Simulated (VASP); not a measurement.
Write the native input for VASP 6.6.1 that does the following.

```yaml
Task: single point
Functional: BLYP
Potentials_or_basis: VASP PAW PBE potentials, release 64 (As)
Cutoff: 520 eV
k_mesh: 4 × 4 × 5
Occupations: fermi-dirac, width 0.05 eV
Spin: no spin polarisation
Dipole_correction: no
Further_INCAR_settings: ALGO = Normal; EDIFF = 1e-06; NBANDS = 12
```

The structure of As lies in POSCAR:

```
As
1.0
    4.5664000000      0.0000000000      0.0000000000
   -2.2832000000      3.9546200000      0.0000000000
    0.0000000000      0.0000000000      2.8337400000
As
2
Direct
    0.3333300000      0.6666700000      0.0000000000
    0.6666700000      0.3333300000      0.0000000000
```

These files were run (other wordings do the same):

INCAR

```
SYSTEM = As
  PREC = Accurate
  ENCUT = 520
  EDIFF = 1E-6
  ISMEAR = -1
  SIGMA = 0.05
  LREAL = .FALSE.
  LASPH = .TRUE.
  NELM = 100
  ALGO = Normal
  ISIF = 2
  LWAVE = .FALSE.
  LCHARG = .FALSE.
  GGA = B5
  ALDAX = 1.0
  AGGAX = 1.0
  AGGAC = 1.0
  ALDAC = 0.0
  NBANDS = 12
```

KPOINTS

```
Automatic mesh
0
G
  4 4 5
  0 0 0
```

Potentials or basis: VASP PAW PBE potentials, release 64 (As).

Run with:

```bash
$ cat potpaw_PBE.64/As/POTCAR > POTCAR
$ mpirun -np 1 vasp_std > vasp.out
```

Results of the run:

```json
{"Pressure": "3.7 GPa", "Band gap on the k mesh": "zero (band 5 reaches 6.55 eV, above the bottom of band 6 at 3.06 eV)"}
```

Caveat: the k points lie up to 0.44 Å⁻¹ apart; the PAW data sets were made with another functional, which shifts forces and pressure a little.

It took 54 s on 1 thread of AMD EPYC 7R13, with other jobs on the host, peak memory 0.14 GiB.
